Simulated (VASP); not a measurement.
# PbS in VASP: further runs, part 2 of 2

VASP 6.6.1. Earlier steps stand in the parts before.

**4. Single point, PBE**

This run uses another cell than the first one, of 24.87 Å³/atom, 1.020 times its volume.

File INCAR:

```
PREC = Accurate ; ENCUT = 500
EDIFF = 1E-6 ; ISMEAR = -1
SIGMA = 0.05 ; LREAL = False
LASPH = True ; NELM = 120
ALGO = Normal ; ISIF = 2
LWAVE = False ; LCHARG = True
GGA = PE ; LELF = True
LVHAR = True ; NBANDS = 17
GGA_COMPAT = False
```

File KPOINTS:

```
Automatic mesh
0
Gamma
  7 7 7
```

File POSCAR:

```
PbS
1.0
    3.6778561224      0.0000000000      0.0000000000
    0.0000000000      3.6778561224      0.0000000000
    0.0000000000      0.0000000000      3.6778561224
Pb S
1 1
Direct
    0.0000000000      0.0000000000      0.0000000000
    0.5000000000      0.5000000000      0.5000000000
```

Potentials or basis: VASP PAW PBE potentials, release 64 (Pb_d, S).

The run is started by

```bash
$ cat potpaw_PBE.64/Pb_d/POTCAR potpaw_PBE.64/S/POTCAR > POTCAR
$ mpirun -np 1 vasp_std > vasp.out
```

OUTCAR:

```text
PREC = Accurate
   ENCUT = 500
   EDIFF = 1E-6
   ISMEAR = -1
   LREAL = False
   LASPH = True
   NELM = 120
   ISIF = 2
   GGA = PE

 ion  position               nearest neighbor table
   1  0.000  0.000  0.000-   2 3.19   2 3.19   2 3.19   2 3.19   2 3.19   2 3.19   2 3.19   2 3.19

   2  0.500  0.500  0.500-   1 3.19   1 3.19   1 3.19   1 3.19   1 3.19   1 3.19   1 3.19   1 3.19

  LATTYP: Found a simple cubic cell.
 ALAT       =     3.6778561224

  Lattice vectors:

 A1 = (   3.6778561224,   0.0000000000,   0.0000000000)
 A2 = (   0.0000000000,   3.6778561224,   0.0000000000)
 A3 = (   0.0000000000,   0.0000000000,   3.6778561224)

Analysis of symmetry for initial positions (statically):
=====================================================================
 Subroutine PRICEL returns:
 Original cell was already a primitive cell.

 Routine SETGRP: Setting up the symmetry group for a
 simple cubic supercell.

 Subroutine GETGRP returns: Found 48 space group operations
 (whereof 48 operations were pure point group operations)
 out of a pool of 48 trial point group operations.

The static configuration has the point symmetry O_h .

Analysis of symmetry for dynamics (positions and initial velocities):
=====================================================================
 Subroutine PRICEL returns:
 Original cell was already a primitive cell.

 Routine SETGRP: Setting up the symmetry group for a
 simple cubic supercell.

 Subroutine GETGRP returns: Found 48 space group operations
 (whereof 48 operations were pure point group operations)
 out of a pool of 48 trial point group operations.

The dynamic configuration has the point symmetry O_h .

 Subroutine INISYM returns: Found 48 space group operations
 (whereof 48 operations are pure point group operations),
 and found     1 'primitive' translations

[... 106 lines left out ...]
   IALGO  =     38    algorithm
   IMIX   =      4    mixing-type and parameters
     AMIX     =   0.40;   BMIX     =  1.00
     AMIX_MAG =   1.60;   BMIX_MAG =  1.00
  volume/ion in A,a.u.               =      24.87       167.86
  Fermi-wavevector in a.u.,A,eV,Ry     =   1.208250  2.283261 19.862707  1.459868
  Thomas-Fermi vector in A             =   2.343863
   LORBIT       =      0    0 simple, 1 ext, 2 COOP (PROOUT), +10 PAW based schemes
   GGA     = PE    functional components
   LHFCALC =     F    Hartree Fock is set to
   AEXX    =    0.0000 exact exchange contribution
   IVDW    =     0    specifies the selected vdW correction
   LEPSILON=     F    determine dielectric tensor
   LRPA    =     F    only Hartree local field effects (RPA)
 non-spin polarized calculation
  energy-cutoff  :      500.00
  volume of cell :       49.75
 maximum number of plane-waves:      1280
 NGX is ok and might be reduce to    28

 number of electron      19.9999999 magnetization

 Free energy of the ion-electron system (eV)
  ---------------------------------------------------
  ext. energy  EPLUGINS =         0.00000000
  ---------------------------------------------------
  free energy    TOTEN  =        -8.25281280 eV

  energy without entropy =       -8.24685060  energy(sigma->0) =       -8.24983170

 E-fermi :   5.8430     XC(G=0): -10.0746

 val. band max:        5.7432929692   @ k =   0.1429   0.1429   0.1429
 cond. band min:       5.9083016378   @ k =   0.4286   0.4286   0.4286
 fundamental gap:      0.1650086687
 Fermi energy:         5.8429886370

 k-point     1 :       0.0000    0.0000    0.0000
  band No.  band energies     occupation
      1     -11.0321      2.00000
      2     -11.0321      2.00000
      3     -10.8335      2.00000
      4     -10.8335      2.00000
      5     -10.8335      2.00000
      6      -7.1032      2.00000
[... 377 lines left out ...]
      4     -10.7994      2.00000
      5     -10.7994      2.00000
      6      -4.9621      2.00000
[... 9 lines left out ...]
     16      18.6468      0.00000
     17      22.2714      0.00000

------------------------ aborting loop because EDIFF is reached ----------------------------------------

  FORCE on cell =-STRESS in cart. coord.  units (eV):
  Direction    XX          YY          ZZ          XY          YZ          ZX
  --------------------------------------------------------------------------------------
  -------------------------------------------------------------------------------------
  Total       -0.3452394     -0.3452394     -0.3452394      0.0000000     -0.0000000      0.0000000
  in kB      -11.1185145    -11.1185145    -11.1185145      0.0000000     -0.0000000      0.0000000
  external PRESSURE =     -11.1185145 kB  Pullay stress =       0.0000000 kB

 VOLUME and BASIS-vectors are now :
 -----------------------------------------------------------------------------
  energy-cutoff  :      500.00
  volume of cell :       49.75
      direct lattice vectors                 reciprocal lattice vectors
     3.677856122  0.000000000  0.000000000     0.271897531  0.000000000  0.000000000
     0.000000000  3.677856122  0.000000000     0.000000000  0.271897531  0.000000000
     0.000000000  0.000000000  3.677856122     0.000000000  0.000000000  0.271897531

 POSITION                                       TOTAL-FORCE (eV/Angst)
 -----------------------------------------------------------------------------------
      0.00000      0.00000      0.00000         0.000000      0.000000      0.000000
      1.83893      1.83893      1.83893         0.000000      0.000000      0.000000
 -----------------------------------------------------------------------------------
    total drift:                               -0.000000      0.000000      0.000000

  FREE ENERGIE OF THE ION-ELECTRON SYSTEM (eV)
  ---------------------------------------------------
  free  energy   TOTEN  =        -8.2528127987 eV

  energy  without entropy=       -8.2468506031  energy(sigma->0) =       -8.24983170
```

It took 25 s on 1 thread of Intel Xeon 8259CL, shared host; peak memory 0.16 GiB.

Results:

```
Free energy            : -8.2528 eV
Pressure               : -1.1 GPa
Band gap on the k mesh : 0.17 eV, indirect (least direct gap 1.37 eV)
```

Caveat: spin-orbit coupling is left out, which moves the levels of the heavy elements.

**5. Single point, PBE (atoms moved at random)**

File INCAR:

```
PREC = Accurate
ENCUT = 500
EDIFF = 1E-6
ISMEAR = -1
SIGMA = 0.05
LREAL = F
LASPH = T
NELM = 120
ALGO = Normal
ISIF = 2
LWAVE = F
LCHARG = T
GGA = PE
LELF = T
LVHAR = T
NBANDS = 17
GGA_COMPAT = F
```

File KPOINTS:

```
regular mesh
0
Gamma
  7 7 7
```

File POSCAR:

```
PbS
1.0
    3.6536590000      0.0000000000      0.0000000000
    0.0000000000      3.6536590000      0.0000000000
    0.0000000000      0.0000000000      3.6536590000
Pb S
1 1
Direct
   -0.0044330000      0.0087860000     -0.0038540000
    0.5019400000      0.4913370000      0.4961630000
```

Potentials or basis: VASP PAW PBE potentials, release 64 (Pb_d, S).

The run is started by

```bash
$ cat potpaw_PBE.64/Pb_d/POTCAR potpaw_PBE.64/S/POTCAR > POTCAR
$ mpirun -np 1 vasp_std > vasp.out
```

OUTCAR:

```text
PREC = Accurate
   ENCUT = 500
   EDIFF = 1E-6
   ISMEAR = -1
   LREAL = F
   LASPH = T
   NELM = 120
   ISIF = 2
   GGA = PE

 ion  position               nearest neighbor table
   1  0.996  0.009  0.996-   2 3.11   2 3.11   2 3.14   2 3.14   2 3.19   2 3.19   2 3.21   2 3.21

   2  0.502  0.491  0.496-   1 3.11   1 3.11   1 3.14   1 3.14   1 3.19   1 3.19   1 3.21   1 3.21

  LATTYP: Found a simple cubic cell.
 ALAT       =     3.6536590000

  Lattice vectors:

 A1 = (   3.6536590000,   0.0000000000,   0.0000000000)
[... 190 lines left out ...]
      6      -7.0230      2.00000
[... 457 lines left out ...]
      4     -10.6221      2.00000
      5     -10.5952      2.00000
      6      -6.2208      2.00000
[... 9 lines left out ...]
     16      17.0111      0.00000
     17      17.2887      0.00000

 [... further k-points ...]
[... 5 lines left out ...]
  --------------------------------------------------------------------------------------
  -------------------------------------------------------------------------------------
  Total       -0.0109153     -0.0092429     -0.0111215     -0.0045058     -0.0000174      0.0001186
  in kB       -0.3585601     -0.3036220     -0.3653353     -0.1480133     -0.0005708      0.0038962
  external PRESSURE =      -0.3425058 kB  Pullay stress =       0.0000000 kB

 VOLUME and BASIS-vectors are now :
 -----------------------------------------------------------------------------
  energy-cutoff  :      500.00
  volume of cell :       48.77
      direct lattice vectors                 reciprocal lattice vectors
     3.653659000  0.000000000  0.000000000     0.273698230  0.000000000  0.000000000
     0.000000000  3.653659000  0.000000000     0.000000000  0.273698230  0.000000000
     0.000000000  0.000000000  3.653659000     0.000000000  0.000000000  0.273698230

 POSITION                                       TOTAL-FORCE (eV/Angst)
 -----------------------------------------------------------------------------------
      3.63746      0.03210      3.63958        -0.026343      0.073624     -0.000191
      1.83392      1.79518      1.81281         0.026343     -0.073624      0.000191
 -----------------------------------------------------------------------------------
    total drift:                               -0.000248      0.000039     -0.000159

  FREE ENERGIE OF THE ION-ELECTRON SYSTEM (eV)
  ---------------------------------------------------
  free  energy   TOTEN  =        -8.2587109461 eV

  energy  without entropy=       -8.2515223709  energy(sigma->0) =       -8.25511666
```

stdout:

```text
POSCAR found type information on POSCAR PbS
 POSCAR found :  2 types and       2 ions
 scaLAPACK will be used
 LDA part: xc-table for (Slater+PW92), standard interpolation
 POSCAR, INCAR and KPOINTS ok, starting setup
 FFT: planning ... GRIDC
 FFT: planning ... GRID_SOFT
 FFT: planning ... GRID
 WAVECAR not read
 entering main loop
```

Wall time 2.6 min (1 thread of Intel Xeon 8259CL, shared host); peak memory 0.26 GiB.

Results:

```yaml
Free_energy: -8.2587 eV
Pressure: 0.0 GPa
Largest_force: 0.078 eV/Å
Band_gap_on_the_k_mesh: 0.12 eV, indirect (least direct gap 1.40 eV)
```

Forces in eV/Å, atoms in the order of the input:
```
Pb  -0.026  0.074  0.000
S    0.026 -0.074  0.000
```

Levels at points of the mesh, in eV from the valence-band top:
| k point | band 8 | band 9 | band 10 | band 11 | band 12 | band 13 |
| --- | --- | --- | --- | --- | --- | --- |
| (0.00, 0.00, 0.00) | -1.45 | -1.45 | -1.44 | 5.54 | 5.62 | 6.67 |

Caveat: the cell differs from its parent crystal (atoms moved at random); spin-orbit coupling is left out, which moves the levels of the heavy elements.

**6. Single point, PBE-based screened hybrid**

File POSCAR:

```
PbS
1.0
    3.6536590000      0.0000000000      0.0000000000
    0.0000000000      3.6536590000      0.0000000000
    0.0000000000      0.0000000000      3.6536590000
Pb S
1 1
Direct
    0.0000000000      0.0000000000      0.0000000000
    0.5000000000      0.5000000000      0.5000000000
```

File INCAR.step1:

```
ALGO = Normal ; EDIFF = 1E-5
ENCUT = 520 ; GGA = PE
ISIF = 2 ; ISMEAR = -1
LASPH = True ; LCHARG = False
LREAL = False ; LWAVE = True
NBANDS = 17 ; NELM = 80
PREC = Accurate ; SIGMA = 0.05
```

File INCAR.step2:

```
AEXX = 0.25 ; ALGO = Normal
EDIFF = 1E-6 ; ENCUT = 520
GGA = PE ; HFSCREEN = 0.3
ISIF = 2 ; ISMEAR = -1
ISTART = 1 ; LASPH = True
LCHARG = False ; LHFCALC = True
LREAL = False ; LWAVE = False
NBANDS = 17 ; NELM = 80
PREC = Accurate ; PRECFOCK = Normal
SIGMA = 0.05
```

File KPOINTS:

```
k-points
0
Gamma
  4 4 4
```

Potentials or basis: VASP PAW PBE potentials, release 64 (Pb_d, S).

The run is started by

```bash
$ cat potpaw_PBE.64/Pb_d/POTCAR potpaw_PBE.64/S/POTCAR > POTCAR
$ cp INCAR.step1 INCAR
$ mpirun -np 1 vasp_std > vasp.out
$ cp INCAR.step2 INCAR
$ mpirun -np 1 vasp_std > vasp.out
```

OUTCAR:

```text
AEXX = 0.25
   EDIFF = 1E-6
   ENCUT = 520
   GGA = PE
   HFSCREEN = 0.3
   ISIF = 2
   ISMEAR = -1
   ISTART = 1
   LASPH = True
   LHFCALC = True
   LREAL = False
   NELM = 80
   PREC = Accurate
   PRECFOCK = Normal

 ion  position               nearest neighbor table
   1  0.000  0.000  0.000-   2 3.16   2 3.16   2 3.16   2 3.16   2 3.16   2 3.16   2 3.16   2 3.16

   2  0.500  0.500  0.500-   1 3.16   1 3.16   1 3.16   1 3.16   1 3.16   1 3.16   1 3.16   1 3.16

[... 381 lines left out ...]
     17      23.4742      0.00000

------------------------ aborting loop because EDIFF is reached ----------------------------------------

  FORCE on cell =-STRESS in cart. coord.  units (eV):
  Direction    XX          YY          ZZ          XY          YZ          ZX
  --------------------------------------------------------------------------------------
  -------------------------------------------------------------------------------------
  Total       -0.6510756     -0.6510756     -0.6510756      0.0000000      0.0000000     -0.0000000
  in kB      -21.3873992    -21.3873992    -21.3873992      0.0000000      0.0000000     -0.0000000
  external PRESSURE =     -21.3873992 kB  Pullay stress =       0.0000000 kB

 VOLUME and BASIS-vectors are now :
 -----------------------------------------------------------------------------
  energy-cutoff  :      520.00
  volume of cell :       48.77
      direct lattice vectors                 reciprocal lattice vectors
     3.653659000  0.000000000  0.000000000     0.273698230  0.000000000  0.000000000
     0.000000000  3.653659000  0.000000000     0.000000000  0.273698230  0.000000000
     0.000000000  0.000000000  3.653659000     0.000000000  0.000000000  0.273698230

 POSITION                                       TOTAL-FORCE (eV/Angst)
 -----------------------------------------------------------------------------------
      0.00000      0.00000      0.00000         0.000000      0.000000      0.000000
      1.82683      1.82683      1.82683         0.000000      0.000000      0.000000
 -----------------------------------------------------------------------------------
    total drift:                                0.000006     -0.000001      0.000004

  FREE ENERGIE OF THE ION-ELECTRON SYSTEM (eV)
  ---------------------------------------------------
  free  energy   TOTEN  =        -9.4457161362 eV

  energy  without entropy=       -9.4410597862  energy(sigma->0) =       -9.44338796
```

OUTCAR.step1:

```text
EDIFF = 1E-5
   ENCUT = 520
   GGA = PE
   ISIF = 2
   ISMEAR = -1
[... 405 lines left out ...]
 -----------------------------------------------------------------------------------
      0.00000      0.00000      0.00000         0.000000      0.000000      0.000000
      1.82683      1.82683      1.82683         0.000000      0.000000      0.000000
 -----------------------------------------------------------------------------------
    total drift:                               -0.000000      0.000000      0.000000

  FREE ENERGIE OF THE ION-ELECTRON SYSTEM (eV)
  ---------------------------------------------------
  free  energy   TOTEN  =        -8.1840528832 eV

  energy  without entropy=       -8.1765070116  energy(sigma->0) =       -8.18027995
```

Wall time 14 min (1 thread of AMD EPYC 7R13 (Zen 3), shared host); peak memory 0.25 GiB.

What came out:

```yaml
Free_energy: -9.4457 eV
Pressure: -2.1 GPa
Band_gap_on_the_k_mesh: zero (band 10 reaches 5.78 eV, above the bottom of band 11 at 5.61 eV)
```

Levels at points of the mesh, in eV from the Fermi level:
```
           k point  band 8  band 9  band 10  band 11  band 12  band 13
(0.00, 0.00, 0.00)   -1.67   -1.67    -1.67     6.14     6.14     7.44
(0.50, 0.00, 0.00)   -0.48   -0.48     0.08     0.82     4.60     4.60
(0.50, 0.50, 0.00)   -4.72   -4.72    -0.25     4.95     4.95     6.75
(0.50, 0.50, 0.50)   -2.55   -2.55    -2.55    -0.09    -0.09    -0.09
```

Caveat: the k points lie up to 0.43 Å⁻¹ apart; the PAW data sets were made with another functional, which shifts forces and pressure a little; spin-orbit coupling is left out, which moves the levels of the heavy elements.

**7. The runs side by side**

```csv
level,cell,k mesh,cutoff (eV),grid for exact exchange (PRECFOCK),share of exact exchange,screening parameter,gap on the mesh (eV),pressure (GPa)
PBE-based screened hybrid,"a = 3.654 Å, 2 atoms",4 × 4 × 4,520,Normal,0.3,0.2 1/Å,none,-2.1
PBE,"a = 3.629 Å, 2 atoms",7 × 7 × 7,500,-,-,-,0.07,1.0
PBE,"a = 3.678 Å, 2 atoms",7 × 7 × 7,500,-,-,-,0.17,-1.1
PBE,"a = 3.654 Å, 2 atoms",7 × 7 × 7,500,-,-,-,0.12,0.0
PBE-based screened hybrid,"a = 3.654 Å, 2 atoms",4 × 4 × 4,520,Normal,0.25,0.3 1/Å,none,-2.1
```

Some of these runs hold the atoms at other places in the same cell, which the table doesn't show; runs alike in all that it shows share one row.

Alike in all rows: task single point; potentials or basis VASP PAW PBE potentials, release 64 (Pb_d, S); no spin polarisation; smearing fermi-dirac 0.05 eV.

Caveats: some runs use coarse meshes; spin-orbit coupling is left out, which moves the levels of the heavy elements; the PAW data sets were made with another functional, which shifts forces and pressure a little (some runs).

Total energies depend on the potentials used, so only differences within one code and one set of settings carry meaning.
